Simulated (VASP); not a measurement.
# MoS (P6_3/mmc) in VASP: further runs, part 2 of 2

VASP 6.6.1. Earlier steps stand in the parts before.

## (5) Single point, PBEsol, collinear spin

This run uses another cell than the first one, of 15.79 Å³/atom.

File INCAR:

```
ALGO     = Normal         # electronic algorithm
EDIFF    = 1E-6           # SCF threshold, eV
ENCUT    = 520            # plane-wave cutoff, eV
GGA      = PS             # functional
ISIF     = 2              # what is computed and relaxed
ISMEAR   = 0              # smearing method
ISPIN    = 2              # spin polarisation
LASPH    = T              # aspherical terms in the spheres
LCHARG   = F              # write CHGCAR
LMAXMIX  = 4              # l up to which the mixer works
LORBIT   = 11             # projections on sites
LREAL    = F              # projectors in reciprocal space
LWAVE    = F              # write WAVECAR
MAGMOM   = 0.05 0.05 0 0  # initial moments
NBANDS   = 32             # bands
NELM     = 150            # most SCF steps
PREC     = Accurate       # precision mode
SIGMA    = 0.05           # smearing width, eV
```

File KPOINTS:

```
k-points
0
Gamma
  10 10 6
```

File POSCAR:

```
MoS
1.0
    3.7417874993      0.0000000000      0.0000000000
   -1.8708937497      3.2404830300      0.0000000000
    0.0000000000      0.0000000000      5.2106342672
Mo S
2 2
Direct
    0.0000000000      0.0000000000      0.0000000000
    0.0000000000      0.0000000000      0.5000000000
    0.3333333333      0.6666666667      0.2500000000
    0.6666666667      0.3333333333      0.7500000000
```

Command:

```sh
$ cat potpaw_PBE.64/Mo_sv/POTCAR potpaw_PBE.64/S/POTCAR > POTCAR
$ mpirun -np 1 vasp_std > vasp.out
```

Wall time 3.3 min (1 thread of Intel Xeon Platinum 8488C (Sapphire Rapids), shared host); peak memory 0.3 GiB.

Results (log left out):

| Quantity | Value |
| --- | --- |
| Free energy | -33.1820 eV |
| Pressure | -6.2 GPa |
| Band gap on the k mesh | zero (filled and empty bands overlap) |
| Net moment | 0.00 μB per cell |
| Valence electrons inside the program's atomic spheres | Mo 12.51; S 3.67 |

Stress tensor (GPa, compression positive):
```
-5.98  0.00  0.00
 0.00 -5.98  0.00
 0.00  0.00 -6.63
```

Levels at points of the mesh, in eV from the Fermi level:
Spin up:
| k point | band 18 | band 19 | band 20 | band 21 | band 22 | band 23 |
| --- | --- | --- | --- | --- | --- | --- |
| (0.00, 0.00, 0.00) | -2.80 | -2.02 | -1.55 | -1.55 | 1.74 | 1.74 |
| (0.50, 0.00, 0.00) | -1.12 | -0.58 | 0.18 | 0.57 | 1.39 | 1.44 |
| (0.00, 0.00, 0.50) | -1.38 | -1.38 | -1.38 | -0.76 | -0.76 | 2.44 |
| (0.50, 0.00, 0.50) | -1.56 | 0.00 | 0.00 | 0.03 | 0.03 | 1.61 |
Spin down:
| k point | band 16 | band 17 | band 18 | band 19 | band 20 | band 21 | band 22 | band 23 | band 24 | band 25 |
| --- | --- | --- | --- | --- | --- | --- | --- | --- | --- | --- |
| (0.00, 0.00, 0.00) | -2.93 | -2.80 | -2.80 | -2.02 | -1.55 | -1.55 | 1.74 | 1.74 | 2.39 | 3.58 |
| (0.50, 0.00, 0.00) | -4.49 | -4.21 | -1.12 | -0.58 | 0.18 | 0.57 | 1.39 | 1.44 | 1.63 | 3.68 |
| (0.00, 0.00, 0.50) | -5.36 | -1.38 | -1.38 | -1.38 | -1.38 | -0.76 | -0.76 | 2.44 | 2.44 | 2.44 |
| (0.50, 0.00, 0.50) | -4.51 | -1.56 | -1.56 | 0.00 | 0.00 | 0.03 | 0.03 | 1.61 | 1.61 | 2.99 |

Caveat: the cell stands under tension; the PAW data sets were made with another functional, which shifts forces and pressure a little.

## (6) Single point, LDA, collinear spin

This run uses another cell than the first one, of 15.79 Å³/atom.

File INCAR:

```
PREC = Accurate ; ENCUT = 520
EDIFF = 1E-6 ; ISMEAR = 0
SIGMA = 0.05 ; LREAL = F
LASPH = T ; NELM = 150
ALGO = Normal ; ISIF = 2
LWAVE = F ; LCHARG = F
ISPIN = 2 ; MAGMOM = 0.05 0.05 0 0
LORBIT = 11 ; LMAXMIX = 4
NBANDS = 32
```

File KPOINTS:

```
Automatic mesh
0
Gamma
  10 10 6
```

POSCAR is that of step 5.

Potentials or basis: VASP PAW LDA potentials, release 64 (Mo_sv, S).

Command:

```sh
$ cat potpaw_LDA.64/Mo_sv/POTCAR potpaw_LDA.64/S/POTCAR > POTCAR
$ mpirun -np 1 vasp_std > vasp.out
```

OUTCAR:

```text
PREC = Accurate
   ENCUT = 520
   EDIFF = 1E-6
   ISMEAR = 0
   LREAL = F
   LASPH = T
   NELM = 150
   ISIF = 2
   ISPIN = 2
   LORBIT = 11

 ion  position               nearest neighbor table
   1  0.000  0.000  0.000-   3 2.52   4 2.52   4 2.52   3 2.52   4 2.52   3 2.52   2 2.61   2 2.61

   2  0.000  0.000  0.500-   3 2.52   4 2.52   4 2.52   3 2.52   4 2.52   3 2.52   1 2.61   1 2.61

   3  0.333  0.667  0.250-   1 2.52   2 2.52   1 2.52   2 2.52   1 2.52   2 2.52
   4  0.667  0.333  0.750-   1 2.52   2 2.52   1 2.52   2 2.52   1 2.52   2 2.52

  LATTYP: Found a hexagonal cell.
 ALAT       =     3.7417874993
 C/A-ratio  =     1.3925521607

  Lattice vectors:

 A1 = (   3.7417874993,   0.0000000000,   0.0000000000)
 A2 = (  -1.8708937497,   3.2404830300,   0.0000000000)
 A3 = (   0.0000000000,   0.0000000000,   5.2106342672)

Analysis of symmetry for initial positions (statically):
=====================================================================
 Subroutine PRICEL returns:
 Original cell was already a primitive cell.

 Routine SETGRP: Setting up the symmetry group for a
 hexagonal supercell.

 Subroutine GETGRP returns: Found 24 space group operations
 (whereof 12 operations were pure point group operations)
 out of a pool of 24 trial point group operations.

The static configuration has the point symmetry D_3d.
 The point group associated with its full space group is D_6h.

Analysis of symmetry for dynamics (positions and initial velocities):
=====================================================================
 Subroutine PRICEL returns:
 Original cell was already a primitive cell.

 Routine SETGRP: Setting up the symmetry group for a
 hexagonal supercell.

 Subroutine GETGRP returns: Found 24 space group operations
 (whereof 12 operations were pure point group operations)
 out of a pool of 24 trial point group operations.

[... 168 lines left out ...]

  energy without entropy =      -34.65709314  energy(sigma->0) =      -34.65907789

 E-fermi :  10.5369     XC(G=0): -12.2466

 val. band max:       10.5339644184   @ k =   0.5000  -0.0000   0.5000
 cond. band min:      10.5371267764   @ k =   0.1000   0.1000   0.1667
 fundamental gap:      0.0031623580
 Fermi energy:        10.5369313621

 spin component 1

 k-point     1 :       0.0000    0.0000    0.0000
  band No.  band energies     occupation
      1     -50.4447      1.00000
      2     -50.2458      1.00000
      3     -25.5413      1.00000
      4     -24.7029      1.00000
      5     -24.7029      1.00000
      6     -24.5150      1.00000
[... 829 lines left out ...]
     31      19.5821      0.00000
     32      20.0798      0.00000

 [... further k-points ...]

 spin component 2

 k-point     1 :       0.0000    0.0000    0.0000
  band No.  band energies     occupation
      1     -50.4448      1.00000
      2     -50.2459      1.00000
      3     -25.5413      1.00000
      4     -24.7029      1.00000
      5     -24.7029      1.00000
      6     -24.5151      1.00000
[... 829 lines left out ...]
     31      19.5821      0.00000
     32      20.0798      0.00000

 [... further k-points ...]

------------------------ aborting loop because EDIFF is reached ----------------------------------------

  FORCE on cell =-STRESS in cart. coord.  units (eV):
  Direction    XX          YY          ZZ          XY          YZ          ZX
  --------------------------------------------------------------------------------------
  -------------------------------------------------------------------------------------
  Total       -3.4479112     -3.4479112     -3.9920616      0.0000000     -0.0000000      0.0000000
  in kB      -87.4353791    -87.4353791   -101.2344555      0.0000000     -0.0000000      0.0000000
  external PRESSURE =     -92.0350713 kB  Pullay stress =       0.0000000 kB

 VOLUME and BASIS-vectors are now :
 -----------------------------------------------------------------------------
  energy-cutoff  :      520.00
  volume of cell :       63.18
      direct lattice vectors                 reciprocal lattice vectors
     3.741787499  0.000000000  0.000000000     0.267251948  0.154297984  0.000000000
    -1.870893750  3.240483030  0.000000000     0.000000000  0.308595969  0.000000000
     0.000000000  0.000000000  5.210634267     0.000000000  0.000000000  0.191915216

 POSITION                                       TOTAL-FORCE (eV/Angst)
 -----------------------------------------------------------------------------------
      0.00000      0.00000      0.00000         0.000000      0.000000     -0.000000
      0.00000      0.00000      2.60532         0.000000      0.000000     -0.000000
     -0.00000      2.16032      1.30266         0.000000     -0.000000      0.000000
      1.87089      1.08016      3.90798        -0.000000     -0.000000     -0.000000
 -----------------------------------------------------------------------------------
    total drift:                               -0.000000      0.000000     -0.000000

  FREE ENERGIE OF THE ION-ELECTRON SYSTEM (eV)
  ---------------------------------------------------
  free  energy   TOTEN  =       -34.6610626448 eV

  energy  without entropy=      -34.6570931401  energy(sigma->0) =      -34.65907789

 total charge

# of ion       s       p       d       tot
------------------------------------------
    1        2.262   6.148   4.108  12.518
    2        2.262   6.148   4.108  12.518
    3        1.303   2.379   0.000   3.683
    4        1.303   2.379   0.000   3.683
--------------------------------------------------
tot          7.131  17.054   8.216  32.402

 magnetization (x)

# of ion       s       p       d       tot
------------------------------------------
    1        0.000   0.000   0.000   0.000
    2        0.000   0.000   0.000   0.000
    3       -0.000  -0.000   0.000  -0.000
    4       -0.000  -0.000   0.000  -0.000
--------------------------------------------------
tot          0.000   0.000   0.000   0.000
```

OSZICAR:

```text
N       E                     dE             d eps       ncg     rms          rms(c)
DAV:   1     0.370865644873E+03    0.37087E+03   -0.21269E+04  7192   0.122E+03
DAV:   2    -0.217649103033E+02   -0.39263E+03   -0.38004E+03  8080   0.376E+02
DAV:   3    -0.357220202351E+02   -0.13957E+02   -0.13740E+02  8680   0.689E+01
DAV:   4    -0.358685728977E+02   -0.14655E+00   -0.14645E+00  8072   0.732E+00
DAV:   5    -0.358704202969E+02   -0.18474E-02   -0.18473E-02  8848   0.806E-01    0.260E+01
DAV:   6    -0.347583878808E+02    0.11120E+01   -0.29415E+00  8120   0.122E+01    0.958E+00
DAV:   7    -0.346820023188E+02    0.76386E-01   -0.20899E-01  8032   0.301E+00    0.541E+00
DAV:   8    -0.346621031187E+02    0.19899E-01   -0.55331E-02  8400   0.130E+00    0.727E-01
DAV:   9    -0.346611928900E+02    0.91023E-03   -0.29464E-03  8200   0.286E-01    0.347E-01
DAV:  10    -0.346610681130E+02    0.12478E-03   -0.49021E-04  8496   0.137E-01    0.185E-01
DAV:  11    -0.346610658502E+02    0.22628E-05   -0.31602E-05  8944   0.357E-02    0.491E-02
DAV:  12    -0.346610625816E+02    0.32686E-05   -0.10925E-05  8280   0.254E-02    0.115E-02
DAV:  13    -0.346610626448E+02   -0.63193E-07   -0.60654E-07  4680   0.550E-03
   1 F= -.34661063E+02 E0= -.34659078E+02  d E =-.396950E-02  mag=     0.0000
```

Run time: 2.5 min. Hardware: 1 thread of Intel Xeon Platinum 8488C (Sapphire Rapids), shared host; peak memory 0.27 GiB.

What came out:

```yaml
Free_energy: -34.6611 eV
Pressure: -9.2 GPa
Band_gap_on_the_k_mesh: zero (filled and empty bands overlap)
Net_moment: 0.00 μB per cell
Valence_electrons_inside_the_program's_atomic_spheres: Mo 12.52; S 3.68
```

Caveat: the cell stands under tension.

## (7) Summary

```csv
task,level,potentials or basis,cell,cutoff (eV),gap on the mesh (eV),pressure (GPa),moment (μB)
relaxation of cell and atoms,PBE,"VASP PAW PBE potentials, release 64 (Mo_sv, S)","relaxed from a = 3.767, b = 3.767, c = 5.250 Å, angles 90.0, 90.0, 120.0°, 4 atoms",500,none,0.0,0.00
single point,PBE,"VASP PAW PBE potentials, release 64 (Mo_sv, S)","a = 3.774, b = 3.774, c = 5.223 Å, angles 90.0, 90.0, 120.0°, 4 atoms",520,none,-3.0,0.00
single point,PBE,"VASP PAW PBE potentials, release 64 (Mo_sv, S)","a = 3.807, b = 3.807, c = 5.234 Å, angles 90.0, 90.0, 120.0°, 4 atoms",520,none,-5.8,0.00
single point,PBEsol,"VASP PAW PBE potentials, release 64 (Mo_sv, S)","a = 3.742, b = 3.742, c = 5.211 Å, angles 90.0, 90.0, 120.0°, 4 atoms",520,none,-6.2,0.00
single point,LDA,"VASP PAW LDA potentials, release 64 (Mo_sv, S)","a = 3.742, b = 3.742, c = 5.211 Å, angles 90.0, 90.0, 120.0°, 4 atoms",520,none,-9.2,0.00
```

Alike in all rows: spin collinear; k mesh 10 × 10 × 6; smearing gaussian 0.05 eV.

Caveats: the cell stands under tension (at least some runs); the PAW data sets were made with another functional, which shifts forces and pressure a little (at least some runs).

Total energies depend on the potentials used, so only differences within one code and one set of settings carry meaning.
